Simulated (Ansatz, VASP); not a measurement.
**One calculation of Na, two programs**

The input INCAR:

```
SYSTEM = Na
  PREC = Accurate
  ENCUT = 520
  EDIFF = 1E-6
  ISMEAR = 0
  SIGMA = 0.15
  LREAL = .False.
  LASPH = .True.
  NELM = 80
  ALGO = Fast
  ISIF = 2
  LWAVE = .False.
  LCHARG = .False.
  GGA = PS
  NBANDS = 14
```

File KPOINTS:

```
regular mesh
0
Gamma
  12 12 10
  0 0 0
```

POSCAR

```
Na
1.0
    0.0000000000     -3.6649006073      0.0000000000
   -3.6649006073      0.0000000000      0.0000000000
    0.0000000000      0.0000000000     -5.1369399437
Na
2
Direct
    0.5000000000      0.6094671979      0.5000000000
    0.0000000000     -0.1094671979      0.0000000000
```

Input for Ansatz:

```yaml
crystal:
  lattice:
    - [0.0, -3.6649006073, 0.0]
    - [-3.6649006073, 0.0, 0.0]
    - [0.0, 0.0, -5.1369399437]
  atoms:
    - { symbol: Na, position: [0.5, 0.6094671979, 0.5] }
    - { symbol: Na, position: [0.0, -0.1094671979, 0.0] }
basis:
  ecutwfc: 520.0
kpoints:
  mp_grid: { grid: [12, 12, 10] }
hamiltonian:
  xc: pbesol
scf:
  occupations: { method: gaussian, width: 0.15 }
output:
  forces: true
  stress: true
  eigenvalues: true
```

Change from the starting cell: mode 4 frozen in at -0.408 Å, equal normal strain along x, y and z -0.0167.

Alike in both runs: task single point; functional PBEsol; k mesh 12 × 12 × 10; occupations gaussian, width 0.15 eV; no spin polarisation.

|  | VASP | Ansatz |
| --- | --- | --- |
| version | VASP 6.6.1 | Ansatz 0.2.0 |
| potentials or method | VASP PAW PBE potentials, release 64 (Na_pv), cutoff 520 eV | scalar-relativistic, plane waves, PAW |
| valence electrons in the cell | 14 | 18 |

Ansatz gave:

* gap on the k mesh at the Fermi level (eV): none
* pressure (GPa): 0.8
* traceless stress, the component that is largest in VASP (GPa): -1.15
* rms of the force components (eV/Å): 0.148

Estimate VASP's values.

gap on the k mesh at the Fermi level (eV): none; pressure (GPa): 0.8; traceless stress, the component that is largest in VASP (GPa): -1.15; rms of the force components (eV/Å): 0.149.

VASP's potentials were made for PBE, not for PBEsol. Atom by atom the forces differ by 0.000 eV/Å (rms over components). A gap of «none» marks a metal or a gap that the smearing closes. VASP's potentials hold 14 valence electrons a cell and Ansatz's 18, so a difference there can come from the potentials and not from the codes.
